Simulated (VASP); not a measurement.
## BeTe: single point with PBE

BeTe:

```xyz
2
Lattice="0.0000 2.6872 2.9308 2.6872 0.0000 2.9308 2.6872 2.6872 0.0000" Properties=species:S:1:pos:R:3 pbc="T T T"
Be    0.0000    0.0000    0.0000
Te    1.3436    1.3436    1.4654
```

This cell differs from its parent crystal: epitaxial xy strain -5.0%.

```yaml
Program: VASP 6.6.1
Task: single point
Functional: PBE
Potentials_or_basis: VASP PAW PBE potentials, release 64 (Be, Te)
Cutoff: 520 eV
k_mesh: 8 × 8 × 8
Occupations: fermi-dirac, width 0.02 eV
Spin: no spin polarisation
Dipole_correction: no
Further_INCAR_settings: ALGO = Normal; EDIFF = 1e-06; NBANDS = 11
```

```json
{
 "Pressure": "4.7 GPa",
 "Band gap on the k mesh": "1.45 eV, indirect (least direct gap 3.36 eV)"
}
```

Stress tensor (GPa, compression positive):
```
6.86 0.00 0.00
0.00 6.86 0.00
0.00 0.00 0.48
```

Levels at points of the mesh, in eV from the valence-band top:
```csv
k point,band 1,band 2,band 3,band 4,band 5,band 6,band 7,band 8
"(0.00, 0.00, 0.00)",-12.85,-0.58,0.00,0.00,3.36,3.36,3.55,3.97
"(0.50, 0.00, 0.00)",-11.35,-6.07,-1.82,-0.99,2.71,4.44,4.68,7.68
"(0.50, 0.50, 0.00)",-11.08,-5.91,-2.59,-2.59,2.11,2.89,9.75,9.75
"(0.50, 0.00, 0.50)",-10.67,-5.42,-3.30,-3.13,1.45,2.19,9.33,9.72
```

Run time: 15 s on 1 thread of Intel(R) Xeon(R) 6975P-C (Granite Rapids) (shared host), peak memory 0.18 GiB.

Caveat: the cell differs from its parent crystal (epitaxial xy strain -5.0%); spin-orbit coupling is left out, which moves the levels of the heavy elements. A k mesh can miss the band edges.
